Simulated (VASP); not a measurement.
Input of a VASP 6.6.1 run:

Contents of INCAR:

```
PREC = Accurate
ENCUT = 520
EDIFF = 1E-7
ISMEAR = -1
SIGMA = 0.03
LREAL = F
LASPH = T
NELM = 60
ALGO = Normal
ISIF = 2
LWAVE = F
LCHARG = F
GGA = PE
NBANDS = 25
```

KPOINTS

```
Automatic mesh
0
Gamma
  6 6 9
```

POSCAR

```
SiO2
1.0
    4.1801000000      0.0000000000      0.0000000000
    0.0000000000      4.1801000000      0.0000000000
    0.0000000000      0.0000000000      2.6678000000
Si O
2 4
Direct
    0.0000000000      0.0000000000      0.0000000000
    0.5000000000      0.5000000000      0.5000000000
    0.3067000000      0.3067000000      0.0000000000
    0.1933000000      0.8067000000      0.5000000000
    0.6933000000      0.6933000000      0.0000000000
    0.8067000000      0.1933000000      0.5000000000
```

Potentials or basis: VASP PAW PBE potentials, release 64 (Si, O).

Launch:

```console
$ cat potpaw_PBE.64/Si/POTCAR potpaw_PBE.64/O/POTCAR > POTCAR
$ mpirun -np 1 vasp_std > vasp.out
```

**Question.** What does it give for the pressure?

**Answer.** 11.0 GPa.

**Question.** Predict the band gap on the k mesh.

**Answer.** 5.61 eV.

**Question.** Estimate the largest force.

**Answer.** 0.244 eV/Å.

Forces in eV/Å, atoms in the order of the input:
```
Si   0.000  0.000  0.000
Si   0.000  0.000  0.000
O   -0.173 -0.173  0.000
O    0.173 -0.173  0.000
O    0.173  0.173  0.000
O   -0.173  0.173  0.000
```

Caveat: the cell stands under pressure; an odd mesh through Γ misses points on the zone boundary, where band edges can lie.
